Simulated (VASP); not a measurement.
## Ti2O: single point with r2SCAN

The system is Ti2O.

```
CELL_PARAMETERS angstrom
2.95143 0.00000 0.00000
-1.47572 2.55602 0.00000
0.00000 0.00000 4.81400
ATOMIC_POSITIONS crystal
Ti 0.66667 0.33333 0.26889
Ti 0.33333 0.66667 0.73111
O 0.00000 0.00000 0.00000
```

| Item | Value |
| --- | --- |
| Program | VASP 6.6.1 |
| Task | single point |
| Functional | r2SCAN |
| Potentials or basis | VASP PAW PBE potentials, release 64 (Ti_sv, O) |
| Cutoff | 520 eV |
| k mesh | 12 × 12 × 8 |
| Occupations | gaussian, width 0.15 eV |
| Spin | no spin polarisation |
| Dipole correction | no |
| Further INCAR settings | ALGO = Normal; EDIFF = 1e-07; NBANDS = 22 |

```yaml
Pressure: 1.1 GPa
Largest_force: 0.062 eV/Å
Band_gap_on_the_k_mesh: zero (band 15 reaches 10.51 eV, above the bottom of band 16 at 9.55 eV)
```

Forces in eV/Å, atoms in the order of the input:
```
Ti   0.000  0.000  0.062
Ti   0.000  0.000 -0.062
O    0.000  0.000  0.000
```

Stress tensor (GPa, compression positive):
```
1.11 0.00 0.00
0.00 1.11 0.00
0.00 0.00 0.97
```

Levels at points of the mesh, in eV from the Fermi level:
```csv
k point,band 12,band 13,band 14,band 15,band 16,band 17,band 18,band 19
"(0.00, 0.00, 0.00)",-6.43,-4.16,-0.38,0.18,0.55,0.55,1.10,1.10
"(0.50, 0.00, 0.00)",-6.89,-2.74,-1.58,-0.77,1.13,1.81,2.89,2.94
"(0.00, 0.00, 0.50)",-6.49,-2.24,-1.93,0.17,0.17,1.17,1.95,1.95
"(0.50, 0.00, 0.50)",-6.82,-1.79,-1.54,-0.63,-0.55,1.02,2.84,3.01
```

It took 13 min on 1 thread of AMD EPYC 7R43 64-Core Processor (Zen 3), with other jobs on the host, peak memory 0.19 GiB.

Caveat: the PAW data sets were made with another functional, which shifts forces and pressure a little.
